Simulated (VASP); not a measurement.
# Mo (Cmmm) in VASP: notebook

Runs on Mo. Level: r2SCAN. Tasks: single point.

Everything below comes from runs of VASP 6.6.1. Logs are shortened: lines on timing, memory, paths and dates and some standing lists are left out, and cuts for length are marked.

### Step 1. The cell of the first run

Symmetry: Cmmm, No. 65, orthorhombic system. Conventional cell: a = 2.975 Å, b = 4.323 Å, c = 2.555 Å, α = 90.00°, β = 90.00°, γ = 90.00°. Mo (site symmetry mmm) has 8 Mo at 2.56 to 2.97 Å within 3.4 Å.

### Step 2. Single point, r2SCAN (strain +0.0875 x Voigt [1, -1, 0, 0, 0, 0])

Input file POSCAR:

```
Mo
1.0
    2.9748675570      0.0000000000      0.0000000000
   -1.4874337785      2.1617321154      0.0000000000
    0.0000000000      0.0000000000      2.5551807000
Mo
1
Direct
    0.0000000000      0.0000000000      0.5000000000
```

Input file INCAR.step1:

```
SYSTEM = Mo
ALGO = Normal
EDIFF = 1E-4
ENCUT = 520
GGA = PE
ISMEAR = 0
LASPH = .True.
LCHARG = .False.
LREAL = .False.
LWAVE = .True.
NBANDS = 13
NELM = 60
PREC = Accurate
SIGMA = 0.15
```

Input file INCAR.step2:

```
SYSTEM = Mo
ALGO = Normal
EDIFF = 1E-6
ENCUT = 520
ISIF = 2
ISMEAR = 0
ISTART = 1
LASPH = .True.
LCHARG = .False.
LMIXTAU = .True.
LREAL = .False.
LWAVE = .False.
METAGGA = R2SCAN
NBANDS = 13
NELM = 60
PREC = Accurate
SIGMA = 0.15
```

Input file KPOINTS:

```
k-points
0
Gamma
  18 18 18
  0 0 0
```

Potentials or basis: VASP PAW PBE potentials, release 64 (Mo_sv).

Run with:

```bash
$ cat potpaw_PBE.64/Mo_sv/POTCAR > POTCAR
$ cp INCAR.step1 INCAR
$ mpirun -np 1 vasp_std > vasp.out
$ cp INCAR.step2 INCAR
$ mpirun -np 1 vasp_std > vasp.out
```

OUTCAR:

```text
SYSTEM = Mo
   EDIFF = 1E-6
   ENCUT = 520
   ISIF = 2
   ISMEAR = 0
   ISTART = 1
   LASPH = .True.
   LREAL = .False.
   METAGGA = R2SCAN
   NELM = 60
   PREC = Accurate

 ion  position               nearest neighbor table
   1  0.000  0.000  0.500-

  Warning from LATTYP: Monoclinic adjustment (A1->A3, A2->A1, A3->A2)!
  LATTYP: Found a base centered orthorhombic cell.
 ALAT       =     2.9748675570
 B/A-ratio  =     1.4533299880
 C/A-ratio  =     0.8589225070

  Lattice vectors:

 A1 = (   1.4874337785,  -2.1617321154,   0.0000000000)
 A2 = (   1.4874337785,   2.1617321154,   0.0000000000)
 A3 = (   0.0000000000,   0.0000000000,   2.5551807000)

Analysis of symmetry for initial positions (statically):
=====================================================================
 Subroutine PRICEL returns:
 Original cell was already a primitive cell.

 Routine SETGRP: Setting up the symmetry group for a
 base centered orthorhombic supercell.

 Subroutine GETGRP returns: Found  8 space group operations
 (whereof  8 operations were pure point group operations)
 out of a pool of  8 trial point group operations.

The static configuration has the point symmetry D_2h.

Analysis of symmetry for dynamics (positions and initial velocities):
=====================================================================
 Subroutine PRICEL returns:
 Original cell was already a primitive cell.

 Routine SETGRP: Setting up the symmetry group for a
 base centered orthorhombic supercell.

 Subroutine GETGRP returns: Found  8 space group operations
 (whereof  8 operations were pure point group operations)
 out of a pool of  8 trial point group operations.

The dynamic configuration has the point symmetry D_2h.

 Subroutine INISYM returns: Found  8 space group operations
 (whereof  8 operations are pure point group operations),
 and found     1 'primitive' translations

----------------------------------------------------------------------------------------

                                     Primitive cell

  volume of cell :      16.4320

  direct lattice vectors                    reciprocal lattice vectors
     2.974867557  0.000000000  0.000000000     0.336149419  0.231296004  0.000000000
    -1.487433779  2.161732115  0.000000000     0.000000000  0.462592008  0.000000000
     0.000000000  0.000000000  2.555180700     0.000000000  0.000000000  0.391361754

  length of vectors
     2.974867557  2.624032200  2.555180700     0.408037098  0.462592008  0.391361754

[... 81 lines left out ...]
   NSW    =      0    number of steps for IOM
   IBRION =     -1    ionic relax: 0-MD 1-quasi-New 2-CG
   NFREE  =      0    steps in history (QN), initial steepest desc. (CG)
   ISIF   =      2    stress and relaxation
   ISYM   =      2    0-nonsym 1-usesym 2-fastsym
   POTIM  = 0.5000    time-step for ionic-motion
   TEBEG  =    0.0;   TEEND  =   0.0 temperature during run
   PSTRESS=    0.0 pullay stress
   NELECT =      14.0000    total number of electrons
   NUPDOWN=      -1.0000    fix difference up-down
   EMIN   =  10.00;   EMAX   =-10.00  energy-range for DOS
   EFERMI =   0.00;   METHOD = LEGACY
   ISMEAR =     0;   SIGMA  =   0.15  broadening in eV -4-tet -1-fermi 0-gaus
   EFERMI_NEDOS =   21; number of points for ismear=-14 and -15
   IALGO  =     38    algorithm
   IMIX   =      4    mixing-type and parameters
     AMIX     =   0.40;   BMIX     =  1.00
     AMIX_MAG =   1.60;   BMIX_MAG =  1.00
  volume/ion in A,a.u.               =      16.43       110.89
  Fermi-wavevector in a.u.,A,eV,Ry     =   1.551984  2.932824 32.771716  2.408653
  Thomas-Fermi vector in A             =   2.656424
   LORBIT       =      0    0 simple, 1 ext, 2 COOP (PROOUT), +10 PAW based schemes
   METAGGA = R2SCAN    functional components
   LHFCALC =     F    Hartree Fock is set to
   AEXX    =    0.0000 exact exchange contribution
   IVDW    =     0    specifies the selected vdW correction
   LEPSILON=     F    determine dielectric tensor
   LRPA    =     F    only Hartree local field effects (RPA)
 non-spin polarized calculation
 Gauss-broadening in eV      SIGMA  =   0.15
  energy-cutoff  :      520.00
  volume of cell :       16.43
 maximum number of plane-waves:       454
 NGX is ok and might be reduce to    24
   NGX = 11   NGY =  9   NGZ =  9

 number of electron      14.0000001 magnetization

 Free energy of the ion-electron system (eV)
  ---------------------------------------------------
  ext. energy  EPLUGINS =         0.00000000
  ---------------------------------------------------
  free energy    TOTEN  =       -25.17176740 eV

  energy without entropy =      -25.16343446  energy(sigma->0) =      -25.16760093

 E-fermi :  11.8537     XC(G=0): -14.1717

 val. band max:       11.8475013804   @ k =   0.5000   0.2222   0.2778
 cond. band min:      11.8562374001   @ k =   0.0556   0.1111   0.1667
 fundamental gap:      0.0087360197
 Fermi energy:        11.8536739200

 k-point     1 :       0.0000    0.0000    0.0000
  band No.  band energies     occupation
      1     -51.3688      2.00000
      2     -23.9326      2.00000
      3     -23.7412      2.00000
      4     -23.6659      2.00000
      5       4.5029      2.00000
      6       6.9225      2.00000
      7       8.7507      2.00000
      8      12.9354      0.00000
      9      15.8753      0.00000
     10      16.3425      0.00000
     11      25.5389      0.00000
     12      28.4238      0.00000
     13      32.0435      0.00000
[... 354 lines left out ...]
  band No.  band energies     occupation
      1     -51.2555      2.00000
      2     -24.5732      2.00000
      3     -23.8888      2.00000
      4     -23.6664      2.00000
      5       6.2729      2.00000
      6       7.5522      2.00000
      7       9.2444      2.00000
      8      13.8913      0.00000
      9      14.2634      0.00000
     10      15.8870      0.00000
     11      25.2822      0.00000
     12      28.8543      0.00000
     13      31.2671      0.00000

 [... further k-points ...]
[... 5 lines left out ...]
  --------------------------------------------------------------------------------------
  -------------------------------------------------------------------------------------
  Total        0.5418202      1.0272877      0.0525163     -0.0000000      0.0000000      0.0000000
  in kB       52.8292790    100.1639754      5.1205101     -0.0000000      0.0000000      0.0000000
  external PRESSURE =      52.7045882 kB  Pullay stress =       0.0000000 kB

 VOLUME and BASIS-vectors are now :
 -----------------------------------------------------------------------------
  energy-cutoff  :      520.00
  volume of cell :       16.43
      direct lattice vectors                 reciprocal lattice vectors
     2.974867557  0.000000000  0.000000000     0.336149419  0.231296004  0.000000000
    -1.487433779  2.161732115  0.000000000     0.000000000  0.462592008  0.000000000
     0.000000000  0.000000000  2.555180700     0.000000000  0.000000000  0.391361754

 POSITION                                       TOTAL-FORCE (eV/Angst)
 -----------------------------------------------------------------------------------
      0.00000      0.00000      1.27759         0.000000      0.000000      0.000000
 -----------------------------------------------------------------------------------
    total drift:                               -0.000000      0.000000     -0.000000

  FREE ENERGIE OF THE ION-ELECTRON SYSTEM (eV)
  ---------------------------------------------------
  free  energy   TOTEN  =       -25.1717674026 eV

  energy  without entropy=      -25.1634344568  energy(sigma->0) =      -25.16760093
```

Wall time 4.9 min (1 thread of Intel Xeon 6975P-C, shared host); peak memory 0.29 GiB.

What came out:

```yaml
Free_energy: -25.1718 eV
Pressure: 5.3 GPa
Band_gap_on_the_k_mesh: zero (band 7 reaches 12.97 eV, above the bottom of band 8 at 11.02 eV)
```

Stress tensor (GPa, compression positive):
```
 5.28  0.00  0.00
 0.00 10.02  0.00
 0.00  0.00  0.51
```

Levels at points of the mesh, in eV from the Fermi level:
| k point | band 4 | band 5 | band 6 | band 7 | band 8 | band 9 | band 10 | band 11 |
| --- | --- | --- | --- | --- | --- | --- | --- | --- |
| (0.00, 0.00, 0.00) | -35.52 | -7.35 | -4.93 | -3.10 | 1.08 | 4.02 | 4.49 | 13.69 |
| (0.50, 0.00, 0.00) | -35.44 | -5.20 | -3.75 | 0.29 | 0.84 | 3.47 | 4.03 | 10.28 |
| (0.00, 0.50, 0.00) | -35.34 | -5.75 | -3.07 | 0.83 | 2.30 | 2.72 | 5.19 | 11.34 |
| (0.00, 0.00, 0.50) | -35.36 | -4.16 | -2.18 | -0.28 | 0.47 | 1.20 | 1.77 | 10.29 |
| (0.50, 0.00, 0.50) | -35.57 | -5.92 | -3.74 | 0.34 | 3.74 | 6.30 | 6.32 | 6.76 |
| (0.00, 0.50, 0.50) | -36.28 | -5.61 | -4.01 | -1.88 | 5.50 | 6.40 | 7.14 | 9.33 |

Caveat: the cell differs from its parent crystal (strain +0.0875 x Voigt [1, -1, 0, 0, 0, 0]); the PAW data sets were made with another functional, which shifts forces and pressure a little.

### Step 3. Single point, r2SCAN (strain +0.0750 x Voigt [1, -1, 0, 0, 0, 0])

Input file POSCAR:

```
Mo
1.0
    2.9406736770      0.0000000000      0.0000000000
   -1.4703368385      2.1913448841      0.0000000000
    0.0000000000      0.0000000000      2.5551807000
Mo
1
Direct
    0.0000000000      0.0000000000      0.5000000000
```

Input file INCAR.step1:

```
SYSTEM = Mo
ALGO = Normal ; EDIFF = 1E-4
ENCUT = 520 ; GGA = PE
ISMEAR = 0 ; LASPH = .TRUE.
LCHARG = .FALSE. ; LREAL = .FALSE.
LWAVE = .TRUE. ; NBANDS = 13
NELM = 100 ; PREC = Accurate
SIGMA = 0.15
```

Input file INCAR.step2:

```
SYSTEM = Mo
ALGO = Normal ; EDIFF = 1E-6
ENCUT = 520 ; ISIF = 2
ISMEAR = 0 ; ISTART = 1
LASPH = .TRUE. ; LCHARG = .FALSE.
LMIXTAU = .TRUE. ; LREAL = .FALSE.
LWAVE = .FALSE. ; METAGGA = R2SCAN
NBANDS = 13 ; NELM = 100
PREC = Accurate ; SIGMA = 0.15
```

Input file KPOINTS:

```
k-points
0
G
  18 18 18
  0 0 0
```

Potentials or basis: VASP PAW PBE potentials, release 64 (Mo_sv).

Run with:

```bash
$ cat potpaw_PBE.64/Mo_sv/POTCAR > POTCAR
$ cp INCAR.step1 INCAR
$ mpirun -np 1 vasp_std > vasp.out
$ cp INCAR.step2 INCAR
$ mpirun -np 1 vasp_std > vasp.out
```

OUTCAR:

```text
SYSTEM = Mo
   EDIFF = 1E-6
   ENCUT = 520
   ISIF = 2
   ISMEAR = 0
   ISTART = 1
   LASPH = .TRUE.
   LREAL = .FALSE.
   METAGGA = R2SCAN
   NELM = 100
   PREC = Accurate

 ion  position               nearest neighbor table
   1  0.000  0.000  0.500-

  Warning from LATTYP: Monoclinic adjustment (A1->A3, A2->A1, A3->A2)!
  LATTYP: Found a base centered orthorhombic cell.
 ALAT       =     2.9406736770
 B/A-ratio  =     1.4903692996
 C/A-ratio  =     0.8689099780

  Lattice vectors:

 A1 = (   1.4703368385,  -2.1913448841,   0.0000000000)
 A2 = (   1.4703368385,   2.1913448841,   0.0000000000)
 A3 = (   0.0000000000,   0.0000000000,   2.5551807000)

Analysis of symmetry for initial positions (statically):
=====================================================================
 Subroutine PRICEL returns:
 Original cell was already a primitive cell.

 Routine SETGRP: Setting up the symmetry group for a
 base centered orthorhombic supercell.

 Subroutine GETGRP returns: Found  8 space group operations
 (whereof  8 operations were pure point group operations)
 out of a pool of  8 trial point group operations.

[... 164 lines left out ...]
 cond. band min:      11.8081469240   @ k =   0.5000   0.2222   0.2778
 fundamental gap:      0.0017252107
 Fermi energy:        11.8077988228

 k-point     1 :       0.0000    0.0000    0.0000
  band No.  band energies     occupation
      1     -51.3929      2.00000
      2     -23.9652      2.00000
      3     -23.7745      2.00000
      4     -23.7164      2.00000
      5       4.4692      2.00000
      6       6.9079      2.00000
      7       8.9793      2.00000
      8      12.5775      0.00000
      9      15.8473      0.00000
     10      16.2822      0.00000
     11      25.3987      0.00000
     12      28.3934      0.00000
     13      32.1807      0.00000
[... 354 lines left out ...]
  band No.  band energies     occupation
      1     -51.2805      2.00000
      2     -24.6045      2.00000
      3     -23.9411      2.00000
      4     -23.7001      2.00000
      5       6.2678      2.00000
      6       7.5544      2.00000
      7       9.2576      2.00000
      8      13.7466      0.00000
      9      14.2286      0.00000
     10      15.8221      0.00000
     11      25.3928      0.00000
     12      28.7790      0.00000
     13      31.2560      0.00000

 [... further k-points ...]
[... 5 lines left out ...]
  --------------------------------------------------------------------------------------
  -------------------------------------------------------------------------------------
  Total        0.6691752      0.7084347     -0.0524648      0.0000000      0.0000000      0.0000000
  in kB       65.1135265     68.9336375     -5.1050459      0.0000000      0.0000000      0.0000000
  external PRESSURE =      42.9807060 kB  Pullay stress =       0.0000000 kB

 VOLUME and BASIS-vectors are now :
 -----------------------------------------------------------------------------
  energy-cutoff  :      520.00
  volume of cell :       16.47
      direct lattice vectors                 reciprocal lattice vectors
     2.940673677  0.000000000  0.000000000     0.340058133  0.228170382  0.000000000
    -1.470336838  2.191344884  0.000000000     0.000000000  0.456340765  0.000000000
     0.000000000  0.000000000  2.555180700     0.000000000  0.000000000  0.391361754

 POSITION                                       TOTAL-FORCE (eV/Angst)
 -----------------------------------------------------------------------------------
      0.00000      0.00000      1.27759         0.000000      0.000000      0.000000
 -----------------------------------------------------------------------------------
    total drift:                                0.000000      0.000000     -0.000000

  FREE ENERGIE OF THE ION-ELECTRON SYSTEM (eV)
  ---------------------------------------------------
  free  energy   TOTEN  =       -25.1765836048 eV

  energy  without entropy=      -25.1683624229  energy(sigma->0) =      -25.17247301
```

OUTCAR.step1:

```text
SYSTEM = Mo
   EDIFF = 1E-4
   ENCUT = 520
   GGA = PE
   ISMEAR = 0
   LASPH = .TRUE.
[... 605 lines left out ...]
 -----------------------------------------------------------------------------------
      0.00000      0.00000      1.27759         0.000000      0.000000      0.000000
 -----------------------------------------------------------------------------------
    total drift:                               -0.000000      0.000000     -0.000000

  FREE ENERGIE OF THE ION-ELECTRON SYSTEM (eV)
  ---------------------------------------------------
  free  energy   TOTEN  =       -10.0746339177 eV

  energy  without entropy=      -10.0659319803  energy(sigma->0) =      -10.07028295
```

Wall time 5 min (1 thread of Intel Xeon 6975P-C, shared host); peak memory 0.29 GiB.

What came out:

| Property | Result |
| --- | --- |
| Free energy | -25.1766 eV |
| Pressure | 4.3 GPa |
| Band gap on the k mesh | zero (band 7 reaches 12.87 eV, above the bottom of band 8 at 10.85 eV) |

Stress tensor (GPa, compression positive):
```
 6.51  0.00  0.00
 0.00  6.89  0.00
 0.00  0.00 -0.51
```

Caveat: the cell differs from its parent crystal (strain +0.0750 x Voigt [1, -1, 0, 0, 0, 0]); the PAW data sets were made with another functional, which shifts forces and pressure a little.
